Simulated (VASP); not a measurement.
Write the native input for VASP 6.6.1 that does the following.

- Task: single point
- Functional: PBEsol
- Potentials or basis: VASP PAW PBE potentials, release 64 (Ge_d)
- Cutoff: 520 eV
- k mesh: 20 × 20 × 18
- Occupations: gaussian, width 0.15 eV
- Spin: no spin polarisation
- Dipole correction: no
- Further INCAR settings: ALGO = Normal; EDIFF = 1e-07; NBANDS = 13

The structure of Ge lies in POSCAR:

```
Ge
1.0
    1.3272915500     -2.4704902000      0.0000000000
    1.3272915500      2.4704902000      0.0000000000
    0.0000000000      0.0000000000      2.6982310000
Ge
1
Direct
    0.5000000000      0.5000000000      0.0000000000
```

This cell differs from its parent crystal: strain -0.050 along x and y, +0.000 along z.

The input as run:

INCAR

```
ALGO = Normal ; EDIFF = 1E-7
ENCUT = 520 ; GGA = PS
ISIF = 2 ; ISMEAR = 0
LASPH = True ; LCHARG = True
LELF = True ; LREAL = False
LVHAR = True ; LWAVE = False
NBANDS = 13 ; NELM = 60
PREC = Accurate ; SIGMA = 0.15
```

KPOINTS

```
k-points
0
Gamma
  20 20 18
```

Potentials or basis: VASP PAW PBE potentials, release 64 (Ge_d).

Run with:

```sh
$ cat potpaw_PBE.64/Ge_d/POTCAR > POTCAR
$ mpirun -np 1 vasp_std > vasp.out
```

Results of the run:

```json
{"Pressure": "4.0 GPa", "Band gap on the k mesh": "zero (bands 7 and 8 overlap by 9.50 eV)"}
```

Caveat: the cell differs from its parent crystal (strain -0.050 along x and y, +0.000 along z); the cell stands under pressure; the PAW data sets were made with another functional, which shifts forces and pressure a little.

Wall time 53 s on 1 thread of Intel(R) Xeon(R) 6975P-C (Granite Rapids) (shared host), peak memory 0.33 GiB.
